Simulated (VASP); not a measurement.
Set up this calculation in VASP 6.6.1, as the native input.

| Quantity | Value |
| --- | --- |
| Task | single point |
| Functional | LDA |
| Potentials or basis | VASP PAW LDA potentials, release 64 (Zr_sv, H) |
| Cutoff | 520 eV |
| k mesh | 16 × 16 × 13 |
| Occupations | fermi-dirac, width 0.1 eV |
| Spin | no spin polarisation |
| Dipole correction | no |
| Further INCAR settings | ALGO = Normal; EDIFF = 1e-07; NBANDS = 14 |

The structure of ZrH2 lies in POSCAR:

```
ZrH2
1.0
    3.1348605262      0.0000000000      0.0000000000
   -1.5674302631      2.7148688530      0.0000000000
    0.0000000000      0.0000000000      2.9103304425
Zr H
1 2
Direct
    0.0000000000      0.0000000000      0.0000000000
    0.3333333333      0.6666666667      0.5000000000
    0.6666666667      0.3333333333      0.5000000000
```

These files were run (other wordings do the same):

INCAR

```
PREC = Accurate
ENCUT = 520
EDIFF = 1E-7
ISMEAR = -1
SIGMA = 0.1
LREAL = False
LASPH = True
NELM = 100
ALGO = Normal
ISIF = 2
LWAVE = False
LCHARG = True
LELF = True
LVHAR = True
NBANDS = 14
```

KPOINTS

```
Automatic mesh
0
Gamma
  16 16 13
```

Potentials or basis: VASP PAW LDA potentials, release 64 (Zr_sv, H).

Run with:

```console
$ cat potpaw_LDA.64/Zr_sv/POTCAR potpaw_LDA.64/H/POTCAR > POTCAR
$ mpirun -np 1 vasp_std > vasp.out
```

It gave:

- Pressure: 0.1 GPa
- Band gap on the k mesh: zero (bands 7 and 8 overlap by 1.53 eV)

Run time: 84 s on 1 thread of Intel Xeon 8259CL, on a shared host, peak memory 0.18 GiB.
